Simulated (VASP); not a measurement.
Here is a VASP 6.6.1 calculation.

The input INCAR:

```
SYSTEM = Gd
PREC = Accurate ; ENCUT = 600
EDIFF = 1E-7 ; ISMEAR = 0
SIGMA = 0.05 ; LREAL = .FALSE.
LASPH = .TRUE. ; NELM = 200
ALGO = Normal ; ISIF = 4
LWAVE = .FALSE. ; LCHARG = .FALSE.
ISPIN = 2 ; MAGMOM = 8.26 8.26
LORBIT = 11 ; LMAXMIX = 6
LDAU = .TRUE. ; LDAUTYPE = 2
LDAUL = 3 ; LDAUU = 6
LDAUJ = 0 ; LDAUPRINT = 1
GGA = PE ; IBRION = 2
NSW = 60 ; EDIFFG = -0.01
GGA_COMPAT = .FALSE. ; NELMIN = 4
KPAR = 4
```

The input KPOINTS:

```
regular mesh
0
G
  14 14 8
  0 0 0
```

Contents of POSCAR:

```
Gd
1.0
    3.6991423492      0.0000000000      0.0000000000
   -1.8495711746      3.2035512466      0.0000000000
    0.0000000000      0.0000000000      5.9319533519
Gd
2
Direct
    0.3333333333      0.6666666667      0.2500000000
    0.6666666667      0.3333333333      0.7500000000
```

Potentials or basis: VASP PAW PBE potentials, release 64 (Gd).

The run is started by

```bash
$ cat potpaw_PBE.64/Gd/POTCAR > POTCAR
$ mpirun -np 4 vasp_std > vasp.out
```

Question: Estimate the site moments.

Answer: Gd +7.11 μB.

Question: Estimate the net moment.

Answer: 15.62 μB per cell.

Eigenvalues of the final occupation matrices:
```
    site  spin  trace                         eigenvalues
site 1 f     1   6.93  0.99 0.99 0.99 0.99 0.99 0.99 0.99
site 1 f     2   0.00  0.00 0.00 0.00 0.00 0.00 0.00 0.00
site 2 f     1   6.93  0.99 0.99 0.99 0.99 0.99 0.99 0.99
site 2 f     2   0.00  0.00 0.00 0.00 0.00 0.00 0.00 0.00
```

Caveat: the relaxation stopped at its first step, so nothing moved; spin-orbit coupling is left out, which moves the levels of the heavy elements. The state reached can hang on the start; a lower one may exist.
